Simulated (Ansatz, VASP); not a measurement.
## CoSn: VASP beside Ansatz

File POSCAR:

```
CoSn
1.0
    5.2437482922      0.0000000000      0.0000000000
   -2.6218741461      4.5412192321      0.0000000000
    0.0000000000      0.0000000000      4.1829415985
Co Sn
3 3
Direct
    0.0000000000      0.5000000000      0.0000000000
    0.5000000000      0.5000000000      0.0000000000
    0.5000000000      0.0000000000      0.0000000000
    0.6666666667      0.3333333333      0.5000000000
    0.3333333333      0.6666666667      0.5000000000
    0.0000000000      0.0000000000      0.0000000000
```

INCAR.step1

```
SYSTEM = CoSn
PREC     = Accurate       ! precision mode
ENCUT    = 520            ! plane-wave cutoff, eV
ISMEAR   = 0              ! smearing method
SIGMA    = 0.05           ! smearing width, eV
LREAL    = .False.        ! projectors in reciprocal space
LASPH    = .True.         ! aspherical terms in the spheres
NELM     = 80             ! most SCF steps
NBANDS   = 44             ! bands
GGA      = PE             ! functional
ALGO     = Normal         ! electronic algorithm
EDIFF    = 1E-4           ! SCF threshold, eV
LWAVE    = .True.         ! write WAVECAR
LCHARG   = .False.        ! write CHGCAR
```

INCAR.step2

```
SYSTEM = CoSn
PREC     = Accurate       ! precision mode
ENCUT    = 520            ! plane-wave cutoff, eV
EDIFF    = 1E-6           ! SCF threshold, eV
ISMEAR   = 0              ! smearing method
SIGMA    = 0.05           ! smearing width, eV
LREAL    = .False.        ! projectors in reciprocal space
LASPH    = .True.         ! aspherical terms in the spheres
NELM     = 80             ! most SCF steps
ALGO     = Normal         ! electronic algorithm
ISIF     = 2              ! what is computed and relaxed
LWAVE    = .False.        ! write WAVECAR
LCHARG   = .False.        ! write CHGCAR
METAGGA  = R2SCAN         ! meta-GGA
LMIXTAU  = .True.       
NBANDS   = 44             ! bands
ISTART   = 1
```

The input KPOINTS:

```
Automatic mesh
0
Gamma
  6 6 8
  0 0 0
```

Input for Ansatz:

```yaml
crystal:
  lattice:
    - [5.2437482922, 0.0, 0.0]
    - [-2.6218741461, 4.5412192321, 0.0]
    - [0.0, 0.0, 4.1829415985]
  atoms:
    - { symbol: Co, position: [0.0, 0.5, 0.0] }
    - { symbol: Co, position: [0.5, 0.5, 0.0] }
    - { symbol: Co, position: [0.5, 0.0, 0.0] }
    - { symbol: Sn, position: [0.6666666667, 0.3333333333, 0.5] }
    - { symbol: Sn, position: [0.3333333333, 0.6666666667, 0.5] }
    - { symbol: Sn, position: [0.0, 0.0, 0.0] }
basis:
  ecutwfc: 500
  ecutrho_ratio: 4
kpoints:
  mp_grid: { grid: [6, 6, 8] }
hamiltonian:
  xc: r2scan
scf:
  occupations: { method: gaussian, width: 0.05 }
output:
  forces: true
  stress: true
  eigenvalues: true
```

Alike in both runs: task single point; functional r2SCAN; k mesh 6 × 6 × 8; occupations gaussian, width 0.05 eV; no spin polarisation.

|  | VASP | Ansatz |
| --- | --- | --- |
| version | VASP 6.6.1 | Ansatz 0.2.0 |
| potentials or method | VASP PAW PBE potentials, release 64 (Co, Sn_d), cutoff 520 eV | scalar-relativistic, plane waves, PAW |
| valence electrons in the cell | 69 | 93 |

Ansatz gave:

* gap on the k mesh at the Fermi level (eV): none
* pressure (GPa): 0.0
* traceless stress, the component that is largest in VASP (GPa): 0.05

**Question.** What did VASP give for the same quantities?

**Answer.** gap on the k mesh at the Fermi level (eV): none; pressure (GPa): 0.3; traceless stress, the component that is largest in VASP (GPa): 0.00.

VASP's potentials were made for PBE, not for r2SCAN. A gap of «none» marks a metal or a gap that the smearing closes. VASP's potentials hold 69 valence electrons a cell and Ansatz's 93, so a difference there can come from the potentials and not from the codes.
